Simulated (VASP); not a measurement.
Wanted: the native input for a VASP 6.6.1 run.

* Task: relaxation of cell and atoms
* Functional: PBEsol
* Potentials or basis: VASP PAW PBE potentials, release 64 (Ge_d)
* Cutoff: 600 eV
* k mesh: 12 × 12 × 6
* Occupations: gaussian, width 0.1 eV
* Spin: no spin polarisation
* Dipole correction: no
* Further INCAR settings: ALGO = Normal; EDIFF = 1e-06; IBRION = 2; EDIFFG = -0.005; NSW = 100; ISIF = 3

The structure of Ge lies in POSCAR:

```
Ge
1.0
    3.9986409606      0.0000000000      0.0000000000
   -1.9993204803      3.4629246525      0.0000000000
    0.0000000000      0.0000000000      6.5920608979
Ge
4
Direct
    0.6666666667      0.3333333333      0.0627779680
    0.3333333333      0.6666666667      0.5627779680
    0.6666666667      0.3333333333      0.4372220320
    0.3333333333      0.6666666667      0.9372220320
```

This isn't the form of Ge at room conditions, which is diamond.

One way to write it, as run:

INCAR

```
SYSTEM = Ge
PREC = Accurate ; ENCUT = 600
EDIFF = 1E-6 ; ISMEAR = 0
SIGMA = 0.1 ; LREAL = .FALSE.
LASPH = .TRUE. ; NELM = 80
ALGO = Normal ; ISIF = 3
LWAVE = .FALSE. ; LCHARG = .FALSE.
GGA = PS ; IBRION = 2
NSW = 100 ; EDIFFG = -0.005
```

KPOINTS

```
Automatic mesh
0
G
  12 12 6
  0 0 0
```

Potentials or basis: VASP PAW PBE potentials, release 64 (Ge_d).

Run with:

```sh
$ cat potpaw_PBE.64/Ge_d/POTCAR > POTCAR
$ mpirun -np 1 vasp_std > vasp.out
```

Results of the run:

```json
{
 "Relaxed volume": "22.79 Å³/atom",
 "Relaxed cell": "a = 3.996 Å, b = 3.996 Å, c = 6.590 Å, α = 90.00°, β = 90.00°, γ = 120.00°",
 "Space group after relaxing (to 0.1 Å)": "P6_3/mmc (No. 194)",
 "Energy gained by relaxing": "0.0 meV/atom",
 "Ionic steps": "4",
 "Pressure after relaxing": "0.0 GPa",
 "Largest force after relaxing": "0.003 eV/Å",
 "Band gap on the k mesh": "zero (bands 28 and 29 overlap by 0.04 eV)"
}
```

Caveat: semilocal functionals underestimate gaps, and a narrow one can read as zero; the PAW data sets were made with another functional, which shifts forces and pressure a little.

It took 4.3 min on 1 thread of AMD EPYC 9R45 96-Core Processor (Zen 5), on a shared host, peak memory 0.33 GiB.
